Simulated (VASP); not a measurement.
# Al2Au (Fm-3m) in VASP: single point with LDA

Aim: the single point of Al2Au with LDA.

Everything below comes from runs of VASP 6.6.1. Logs are shortened: lines on timing, memory, paths and dates and some standing lists are left out, and cuts for length are marked.

### Step 1. The cell of the first run

Symmetry: Fm-3m, No. 225, cubic system. Conventional cell: a = 6.000 Å, b = 6.000 Å, c = 6.000 Å, α = 90.00°, β = 90.00°, γ = 90.00°. Al (site symmetry -43m) has 4 Au at 2.60 Å and 6 Al at 3.00 Å within 3.4 Å. Au (site symmetry m-3m) has 8 Al at 2.60 Å within 3.4 Å.

### Step 2. Single point, LDA

INCAR reads:

```
SYSTEM = Al2Au
  ALGO = Normal
  EDIFF = 1E-6
  ENCUT = 500
  GGA = CA
  GGA_COMPAT = .FALSE.
  ISIF = 2
  ISMEAR = -1
  LASPH = .TRUE.
  LCHARG = .FALSE.
  LREAL = .FALSE.
  LWAVE = .FALSE.
  NBANDS = 16
  NELM = 120
  PREC = Accurate
  SIGMA = 0.0272
```

KPOINTS reads:

```
k-points
0
G
  8 8 8
  0 0 0
```

POSCAR reads:

```
Al2Au
1.0
    0.0000000000      3.0000000000      3.0000000000
    3.0000000000      0.0000000000      3.0000000000
    3.0000000000      3.0000000000      0.0000000000
Al Au
2 1
Direct
    0.2500000000      0.2500000000      0.2500000000
    0.7500000000      0.7500000000      0.7500000000
    0.0000000000      0.0000000000      0.0000000000
```

Potentials or basis: VASP PAW LDA potentials, release 64 (Al, Au).

Command:

```sh
$ cat potpaw_LDA.64/Al/POTCAR potpaw_LDA.64/Au/POTCAR > POTCAR
$ mpirun -np 1 vasp_std > vasp.out
```

OUTCAR:

```text
SYSTEM = Al2Au
   EDIFF = 1E-6
   ENCUT = 500
   GGA = CA
   ISIF = 2
   ISMEAR = -1
   LASPH = .TRUE.
   LREAL = .FALSE.
   NELM = 120
   PREC = Accurate

 ion  position               nearest neighbor table
   1  0.250  0.250  0.250-   3 2.60   3 2.60   3 2.60   3 2.60   2 3.00   2 3.00   2 3.00   2 3.00
                             2 3.00   2 3.00
   2  0.750  0.750  0.750-   3 2.60   3 2.60   3 2.60   3 2.60   1 3.00   1 3.00   1 3.00   1 3.00
                             1 3.00   1 3.00
   3  0.000  0.000  0.000-   2 2.60   2 2.60   2 2.60   1 2.60   2 2.60   1 2.60   1 2.60   1 2.60

  LATTYP: Found a face centered cubic cell.
 ALAT       =     6.0000000000

  Lattice vectors:

 A1 = (   0.0000000000,   3.0000000000,   3.0000000000)
 A2 = (   3.0000000000,   0.0000000000,   3.0000000000)
 A3 = (   3.0000000000,   3.0000000000,   0.0000000000)

Analysis of symmetry for initial positions (statically):
=====================================================================
 Subroutine PRICEL returns:
 Original cell was already a primitive cell.

 Routine SETGRP: Setting up the symmetry group for a
 face centered cubic supercell.

 Subroutine GETGRP returns: Found 48 space group operations
 (whereof 48 operations were pure point group operations)
 out of a pool of 48 trial point group operations.

The static configuration has the point symmetry O_h .

Analysis of symmetry for dynamics (positions and initial velocities):
=====================================================================
 Subroutine PRICEL returns:
 Original cell was already a primitive cell.

 Routine SETGRP: Setting up the symmetry group for a
 face centered cubic supercell.

 Subroutine GETGRP returns: Found 48 space group operations
 (whereof 48 operations were pure point group operations)
 out of a pool of 48 trial point group operations.

The dynamic configuration has the point symmetry O_h .

 Subroutine INISYM returns: Found 48 space group operations
 (whereof 48 operations are pure point group operations),
 and found     1 'primitive' translations

----------------------------------------------------------------------------------------

                                     Primitive cell

  volume of cell :      54.0000

  direct lattice vectors                    reciprocal lattice vectors
     0.000000000  3.000000000  3.000000000    -0.166666667  0.166666667  0.166666667
     3.000000000  0.000000000  3.000000000     0.166666667 -0.166666667  0.166666667
     3.000000000  3.000000000  0.000000000     0.166666667  0.166666667 -0.166666667

  length of vectors
     4.242640687  4.242640687  4.242640687     0.288675135  0.288675135  0.288675135

  position of ions in fractional coordinates (direct lattice)
     0.250000000  0.250000000  0.250000000
     0.750000000  0.750000000  0.750000000
     0.000000000  0.000000000  0.000000000

  ion indices of the primitive-cell ions
   primitive index   ion index
                 1           1
                 2           2
                 3           3

----------------------------------------------------------------------------------------

 KPOINTS: k-points

Automatic generation of k-mesh.
 Grid dimensions read from file:
 generate k-points for:    8    8    8

 Generating k-lattice:

  Cartesian coordinates                     Fractional coordinates (reciprocal lattice)
    -0.020833333  0.020833333  0.020833333     0.125000000  0.000000000  0.000000000
     0.020833333 -0.020833333  0.020833333     0.000000000  0.125000000  0.000000000
     0.020833333  0.020833333 -0.020833333     0.000000000  0.000000000  0.125000000

  Length of vectors
     0.036084392  0.036084392  0.036084392

  Shift w.r.t. Gamma in fractional coordinates (k-lattice)
     0.000000000  0.000000000  0.000000000

 Subroutine IBZKPT returns following result:
 ===========================================

 Found     29 irreducible k-points:

 Following reciprocal coordinates:
            Coordinates               Weight
  0.000000  0.000000  0.000000      1.000000
  0.125000  0.000000  0.000000      8.000000
  0.250000  0.000000  0.000000      8.000000
  0.375000  0.000000  0.000000      8.000000
  0.500000  0.000000  0.000000      4.000000
  0.125000  0.125000  0.000000      6.000000
[... 16 lines left out ...]
  0.500000  0.250000  0.125000     48.000000
 -0.375000  0.250000  0.125000     24.000000
 [... further k-points ...]
   k-points           NKPTS =     29   k-points in BZ     NKDIM =     29   number of bands    NBANDS=     16
   number of dos      NEDOS =    301   number of ions     NIONS =      3
   total plane-waves  NPLWV =  32768
   dimension x,y,z NGX =    32 NGY =   32 NGZ =   32
   dimension x,y,z NGXF=    64 NGYF=   64 NGZF=   64
   ions per type =               2   1
   NGX,Y,Z   is equivalent  to a cutoff of  12.54, 12.54, 12.54 a.u.
   NGXF,Y,Z  is equivalent  to a cutoff of  25.08, 25.08, 25.08 a.u.
 SYSTEM =  Al2Au
   PREC   = accura    normal or accurate (medium, high low for compatibility)
   ISTART =      0    job   : 0-new  1-cont  2-samecut
   ICHARG =      2    charge: 1-file 2-atom 10-const
   ISPIN  =      1    spin polarized calculation?
   LNONCOLLINEAR =      F non collinear calculations
   LSORBIT =      F    spin-orbit coupling
   LASPH  =      T    aspherical Exc in radial PAW
   ENCUT  =  500.0 eV  36.75 Ry    6.06 a.u.   7.74  7.74  7.74*2*pi/ulx,y,z
   NELM   =    120;   NELMIN=  2; NELMDL= -5     # of ELM steps
   EDIFF  = 0.1E-05   stopping-criterion for ELM
   LREAL  =      F    real-space projection
   EDIFFG = 0.1E-04   stopping-criterion for IOM
   NSW    =      0    number of steps for IOM
   IBRION =     -1    ionic relax: 0-MD 1-quasi-New 2-CG
   NFREE  =      0    steps in history (QN), initial steepest desc. (CG)
   ISIF   =      2    stress and relaxation
   ISYM   =      2    0-nonsym 1-usesym 2-fastsym
   POTIM  = 0.5000    time-step for ionic-motion
   TEBEG  =    0.0;   TEEND  =   0.0 temperature during run
   PSTRESS=    0.0 pullay stress
   NELECT =      17.0000    total number of electrons
   NUPDOWN=      -1.0000    fix difference up-down
   EMIN   =  10.00;   EMAX   =-10.00  energy-range for DOS
   EFERMI =   0.00;   METHOD = LEGACY
   ISMEAR =    -1;   SIGMA  =   0.03  broadening in eV -4-tet -1-fermi 0-gaus
   EFERMI_NEDOS =   21; number of points for ismear=-14 and -15
   IALGO  =     38    algorithm
   IMIX   =      4    mixing-type and parameters
     AMIX     =   0.40;   BMIX     =  1.00
     AMIX_MAG =   1.60;   BMIX_MAG =  1.00
  volume/ion in A,a.u.               =      18.00       121.47
  Fermi-wavevector in a.u.,A,eV,Ry     =   1.113679  2.104547 16.875035  1.240280
  Thomas-Fermi vector in A             =   2.250266
   LORBIT       =      0    0 simple, 1 ext, 2 COOP (PROOUT), +10 PAW based schemes
   GGA     = CA    functional components
   LHFCALC =     F    Hartree Fock is set to
   AEXX    =    0.0000 exact exchange contribution
   IVDW    =     0    specifies the selected vdW correction
   LEPSILON=     F    determine dielectric tensor
   LRPA    =     F    only Hartree local field effects (RPA)
 non-spin polarized calculation
  energy-cutoff  :      500.00
  volume of cell :       54.00
 maximum number of plane-waves:      1387
   NGX = 15   NGY = 15   NGZ = 15

 number of electron      17.0000001 magnetization

 Free energy of the ion-electron system (eV)
  ---------------------------------------------------
  ext. energy  EPLUGINS =         0.00000000
  ---------------------------------------------------
  free energy    TOTEN  =       -14.28897077 eV

  energy without entropy =      -14.28514658  energy(sigma->0) =      -14.28705867

 E-fermi :   7.5809     XC(G=0): -10.7162

 val. band max:        7.5642234811   @ k =  -0.1250   0.1250   0.0000
 cond. band min:       7.6085537761   @ k =   0.3750   0.1250   0.0000
 fundamental gap:      0.0443302950
 Fermi energy:         7.5809128951

 k-point     1 :       0.0000    0.0000    0.0000
  band No.  band energies     occupation
      1      -2.9497      2.00000
      2       0.9654      2.00000
      3       0.9654      2.00000
      4       0.9654      2.00000
      5       1.9309      2.00000
      6       1.9309      2.00000
[... 8 lines left out ...]
     15      13.2928      0.00000
     16      13.2928      0.00000

 k-point     2 :       0.1250    0.0000    0.0000
  band No.  band energies     occupation
      1      -2.7458      2.00000
      2       0.9003      2.00000
      3       1.0153      2.00000
      4       1.0153      2.00000
      5       1.9213      2.00000
      6       1.9213      2.00000
[... 8 lines left out ...]
     15      12.9360      0.00000
     16      12.9803      0.00000

 k-point     3 :       0.2500    0.0000    0.0000
  band No.  band energies     occupation
      1      -2.1638      2.00000
      2       0.7762      2.00000
      3       1.1212      2.00000
      4       1.1212      2.00000
      5       1.9281      2.00000
      6       1.9281      2.00000
[... 8 lines left out ...]
     15      13.9154      0.00000
     16      14.0126      0.00000

 k-point     4 :       0.3750    0.0000    0.0000
  band No.  band energies     occupation
      1      -1.3636      2.00000
      2       0.7975      2.00000
      3       1.1922      2.00000
      4       1.1922      2.00000
      5       1.9959      2.00000
      6       1.9959      2.00000
[... 8 lines left out ...]
     15      15.4521      0.00000
     16      15.5842      0.00000
[... 324 lines left out ...]
 k-point    22 :       0.3750    0.2500    0.1250
  band No.  band energies     occupation
      1      -1.6391      2.00000
      2       0.6048      2.00000
      3       1.2396      2.00000
      4       1.2942      2.00000
      5       1.7642      2.00000
      6       2.0693      2.00000
[... 8 lines left out ...]
     15      14.9859      0.00000
     16      16.4553      0.00000

 k-point    23 :       0.5000    0.2500    0.1250
  band No.  band energies     occupation
      1      -0.8364      2.00000
      2       0.5719      2.00000
      3       1.2598      2.00000
      4       1.4111      2.00000
      5       1.8974      2.00000
      6       2.0601      2.00000
[... 8 lines left out ...]
     15      16.0823      0.00000
     16      17.0682      0.00000

 k-point    24 :      -0.3750    0.2500    0.1250
  band No.  band energies     occupation
      1      -0.3890      2.00000
      2       0.7098      2.00000
      3       1.3353      2.00000
      4       1.4398      2.00000
      5       1.8570      2.00000
      6       2.1132      2.00000
[... 8 lines left out ...]
     15      15.1696      0.00000
     16      17.6817      0.00000

 [... further k-points ...]

------------------------ aborting loop because EDIFF is reached ----------------------------------------

  FORCE on cell =-STRESS in cart. coord.  units (eV):
  Direction    XX          YY          ZZ          XY          YZ          ZX
  --------------------------------------------------------------------------------------
  -------------------------------------------------------------------------------------
  Total       -0.8390426     -0.8390426     -0.8390426     -0.0000000      0.0000000      0.0000000
  in kB      -24.8943515    -24.8943515    -24.8943515     -0.0000000      0.0000000      0.0000000
  external PRESSURE =     -24.8943515 kB  Pullay stress =       0.0000000 kB

 VOLUME and BASIS-vectors are now :
 -----------------------------------------------------------------------------
  energy-cutoff  :      500.00
  volume of cell :       54.00
      direct lattice vectors                 reciprocal lattice vectors
     0.000000000  3.000000000  3.000000000    -0.166666667  0.166666667  0.166666667
     3.000000000  0.000000000  3.000000000     0.166666667 -0.166666667  0.166666667
     3.000000000  3.000000000  0.000000000     0.166666667  0.166666667 -0.166666667

 POSITION                                       TOTAL-FORCE (eV/Angst)
 -----------------------------------------------------------------------------------
      1.50000      1.50000      1.50000         0.000000      0.000000      0.000000
      4.50000      4.50000      4.50000        -0.000000     -0.000000     -0.000000
      0.00000      0.00000      0.00000         0.000000      0.000000      0.000000
 -----------------------------------------------------------------------------------
    total drift:                                0.000000     -0.000000      0.000000

  FREE ENERGIE OF THE ION-ELECTRON SYSTEM (eV)
  ---------------------------------------------------
  free  energy   TOTEN  =       -14.2889707655 eV

  energy  without entropy=      -14.2851465796  energy(sigma->0) =      -14.28705867
```

It took 8.6 s on 1 thread of AMD EPYC 9R45 (Zen 5), shared host; peak memory 0.13 GiB.

What came out:

```yaml
Free_energy: -14.2890 eV
Pressure: -2.5 GPa
Band_gap_on_the_k_mesh: zero (an odd number of electrons rules out a gap without spin polarisation)
```

Caveat: spin-orbit coupling is left out, which moves the levels of the heavy elements.
